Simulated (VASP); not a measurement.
Here is a VASP 6.6.1 calculation.

The input INCAR:

```
SYSTEM = ZnFe
PREC = Accurate
ENCUT = 520
EDIFF = 1E-6
ISMEAR = -1
SIGMA = 0.05
LREAL = .False.
LASPH = .True.
NELM = 150
ALGO = Normal
ISIF = 2
LWAVE = .False.
LCHARG = .False.
ISPIN = 2
MAGMOM = 0 0 2 -2
LORBIT = 11
LMAXMIX = 4
GGA = CA
NBANDS = 32
```

KPOINTS

```
regular mesh
0
Gamma
  7 12 7
  0 0 0
```

The input POSCAR:

```
ZnFe
1.0
    0.0000000000      2.5416021500      3.8701513400
    2.5416021500      0.0000000000      0.0000000000
    0.0000000000      2.5416021500     -3.8701513400
Zn Fe
2 2
Direct
    0.5000000000      0.5000000000      0.0000000000
    0.0000000000      0.5000000000      0.5000000000
    0.0000000000      0.0000000000      0.0000000000
    0.5000000000      0.0000000000      0.5000000000
```

Potentials or basis: VASP PAW LDA potentials, release 64 (Zn, Fe).

Command:

```sh
$ cat potpaw_LDA.64/Zn/POTCAR potpaw_LDA.64/Fe/POTCAR > POTCAR
$ mpirun -np 1 vasp_std > vasp.out
```

(1) Estimate the band gap on the k mesh.

(2) Predict the pressure.

(3) Predict the net moment.

(4) Estimate the site moments.

## Answers

(1) zero (filled and empty bands overlap).

(2) -12.6 GPa.

(3) 0.00 μB per cell.

(4) Zn +0.00; Fe +1.89, -1.89 μB.

Caveat: the stress differs along the axes, from -15 to -10 GPa; the antiferromagnetic order is the one typed at the start, and another may lie lower.
